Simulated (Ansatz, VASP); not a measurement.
Two plane-wave programs on Al3GaSb4

```
Al Ga Sb
1.0
     4.39190   -0.00172    0.00032
    -2.19747    3.80116   -0.00165
     0.00161   -0.00598   14.42418
Al Ga Sb
3 1 4
Cartesian
  0.0002 -0.0083 3.6110
  2.1963 1.2661 14.4216
  2.1956 1.2652 7.2151
  0.0026 -0.0051 10.8206
  -0.0007 -0.0003 6.3084
  0.0004 0.0009 13.5185
  2.1963 1.2569 2.7046
  2.1986 1.2599 9.9166
```

Change from the starting cell: cell x1, atoms moved at random (sigma 0.15 Å) and cell strained at random (1.5 %), then relaxed without symmetry.

Alike in both runs: functional PBE; k mesh 6 × 6 × 1; occupations gaussian, width 0.1 eV; no spin polarisation.

Ansatz relaxed the structure, and its values are those at the end. VASP's run is a single point on that final structure, the one shown.

|  | VASP | Ansatz |
| --- | --- | --- |
| version | VASP 6.6.1 | Ansatz 0.2.0 |
| potentials or method | VASP PAW PBE potentials, release 64 (Al, Ga_d, Sb), cutoff 520 eV | scalar-relativistic, plane waves, PAW |
| valence electrons in the cell | 42 | 82 |

```tsv
	VASP	Ansatz	Ansatz less VASP
gap on the k mesh at the Fermi level (eV)	0.37	0.37	+0.005
least direct gap on the mesh (eV)	0.37	0.37	+0.005
pressure (GPa)	0.1	0.0	-0.15
rms of the force components (eV/Å)	0.007	0.009	+0.0015
```

The functional is the same, so the differences come from potentials, cutoffs and numerics. VASP's potentials hold 42 valence electrons a cell and Ansatz's 82, so a difference there can come from the potentials and not from the codes.

The k mesh is coarse, so the values compare programs but aren't converged. Spin-orbit coupling is off throughout.
